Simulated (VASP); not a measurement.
Here is a VASP 6.6.1 calculation.

Contents of POSCAR:

```
Y
1.0
   -2.0405852171      2.0405852171      2.0405852171
    2.0405852171     -2.0405852171      2.0405852171
    2.0405852171      2.0405852171     -2.0405852171
Y
1
Direct
    0.0000000000      0.0000000000      0.0000000000
```

The input INCAR.step1:

```
SYSTEM = Y
  ALGO = Normal
  EDIFF = 1E-4
  ENCUT = 600
  GGA = PE
  ISMEAR = 0
  LASPH = .True.
  LCHARG = .False.
  LREAL = .False.
  LWAVE = .True.
  NELM = 100
  PREC = Accurate
  SIGMA = 0.1
```

INCAR.step2

```
SYSTEM = Y
  ALGO = Normal
  EDIFF = 1E-7
  EDIFFG = -0.01
  ENCUT = 600
  IBRION = 2
  ISIF = 3
  ISMEAR = 0
  ISTART = 1
  LASPH = .True.
  LCHARG = .False.
  LMIXTAU = .True.
  LREAL = .False.
  LWAVE = .False.
  METAGGA = R2SCAN
  NELM = 100
  NSW = 100
  PREC = Accurate
  SIGMA = 0.1
```

File KPOINTS:

```
k-points
0
Gamma
  20 20 20
  0 0 0
```

Potentials or basis: VASP PAW PBE potentials, release 64 (Y_sv).

Command:

```bash
$ cat potpaw_PBE.64/Y_sv/POTCAR > POTCAR
$ cp INCAR.step1 INCAR
$ mpirun -np 1 vasp_std > vasp.out
$ cp INCAR.step2 INCAR
$ mpirun -np 1 vasp_std > vasp.out
```

Problem. Predict the relaxed volume.

Solution. 33.69 Å³/atom.

Problem. What does it give for the relaxed cell?

Solution. a = 3.524 Å, b = 3.524 Å, c = 3.524 Å, α = 109.47°, β = 109.47°, γ = 109.47°.

Problem. Estimate the space group after relaxing (to 0.05 Å).

Solution. Im-3m (No. 229).

The path:
| step | energy change (eV) | largest force (eV/Å) | pressure (GPa) | volume (Å³) |
| --- | --- | --- | --- | --- |
| 1 | 0.0000 | 0.0000 | -0.34 | 33.99 |
| 2 | -0.0003 | 0.0000 | 0.07 | 33.63 |
| 3 | -0.0003 | 0.0000 | 0.00 | 33.69 |

Caveat: the PAW data sets were made with another functional, which shifts forces and pressure a little.
